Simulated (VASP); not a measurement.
Input of a VASP 6.6.1 run:

File POSCAR:

```
Zn
1.0
    0.0000000000      1.9102148788      1.9102148788
    1.9102148788      0.0000000000      1.9102148788
    1.9102148788      1.9102148788      0.0000000000
Zn
1
Direct
    0.0000000000      0.0000000000      0.0000000000
```

INCAR.step1

```
PREC     = Accurate       # precision mode
ENCUT    = 520            # plane-wave cutoff, eV
ISMEAR   = -1             # smearing method
SIGMA    = 0.1            # smearing width, eV
LREAL    = F              # projectors in reciprocal space
LASPH    = T              # aspherical terms in the spheres
NELM     = 80             # most SCF steps
NBANDS   = 12             # bands
GGA      = PE             # functional
ALGO     = Normal         # electronic algorithm
EDIFF    = 1E-4           # SCF threshold, eV
LWAVE    = T              # write WAVECAR
LCHARG   = F              # write CHGCAR
```

INCAR.step2

```
PREC     = Accurate       # precision mode
ENCUT    = 520            # plane-wave cutoff, eV
EDIFF    = 1E-7           # SCF threshold, eV
ISMEAR   = -1             # smearing method
SIGMA    = 0.1            # smearing width, eV
LREAL    = F              # projectors in reciprocal space
LASPH    = T              # aspherical terms in the spheres
NELM     = 80             # most SCF steps
ALGO     = Normal         # electronic algorithm
ISIF     = 2              # what is computed and relaxed
LWAVE    = F              # write WAVECAR
LCHARG   = F              # write CHGCAR
METAGGA  = R2SCAN         # meta-GGA
LMIXTAU  = T            
NBANDS   = 12             # bands
ISTART   = 1
```

Contents of KPOINTS:

```
regular mesh
0
Gamma
  15 15 15
```

Potentials or basis: VASP PAW PBE potentials, release 64 (Zn).

Launch:

```bash
$ cat potpaw_PBE.64/Zn/POTCAR > POTCAR
$ cp INCAR.step1 INCAR
$ mpirun -np 1 vasp_std > vasp.out
$ cp INCAR.step2 INCAR
$ mpirun -np 1 vasp_std > vasp.out
```

Task: What does it give for the band gap on the k mesh?

Result: Zero (band 6 reaches 5.59 eV, above the bottom of band 7 at 2.51 eV).

Task: What does it give for the pressure?

Result: 2.9 GPa.

Caveat: the PAW data sets were made with another functional, which shifts forces and pressure a little.
